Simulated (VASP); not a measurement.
NiO: single point with BLYP+D4

Crystal: NiO.

```
Ni O
1.0
     0.00000    2.04332    2.04332
     2.04332    0.00000    2.04332
     2.04332    2.04332    0.00000
Ni O
1 1
Direct
  0.00000 0.00000 0.00000
  0.50000 0.50000 0.50000
```

- Program: VASP 6.6.1
- Task: single point
- Functional: BLYP
- Dispersion: D4
- Potentials or basis: VASP PAW PBE potentials, release 64 (Ni_sv_GW, O)
- Cutoff: 700 eV
- k mesh: 11 × 11 × 11
- Occupations: fermi-dirac, width 0.05 eV
- Spin: collinear spin, ferromagnetic start
- Starting moments: [1.0, 0.0] μB
- Dipole correction: no
- Further INCAR settings: ALGO = Normal; EDIFF = 1e-06; NBANDS = 23

| Item | Value |
| --- | --- |
| Pressure | 19.5 GPa |
| Net moment | 1.46 μB per cell |
| Site moments | Ni +1.22; O +0.21 μB |
| Valence electrons inside the program's atomic spheres | Ni 16.26; O 5.03 |
| Dispersion energy per atom | -0.625 eV |

Levels at points of the mesh, in eV from the Fermi level:
Spin up:
```
           k point  band 11  band 12  band 13  band 14  band 15  band 16
(0.00, 0.00, 0.00)    -2.83    -2.83    -2.83     2.02    18.53    19.52
```
Spin down:
```csv
k point,band 7,band 8,band 9,band 10,band 11,band 12,band 13,band 14,band 15,band 16
"(0.00, 0.00, 0.00)",-3.08,-3.08,-2.17,-2.17,-2.17,-0.95,-0.95,2.32,18.50,19.72
```

Run time: 73 s on 1 thread of Intel(R) Xeon(R) Platinum 8488C (Sapphire Rapids), on a shared host, peak memory 0.23 GiB.

Caveat: the cell stands under pressure; the PAW data sets were made with another functional, which shifts forces and pressure a little; a cell with one magnetic atom can't hold antiferromagnetic order, which such compounds often take; semilocal functionals often make such compounds metallic where correlation or magnetic order opens a gap, which also shifts bond lengths. With open d or f shells a metallic result of BLYP can be an artefact of self-interaction; +U or a hybrid may open a gap.
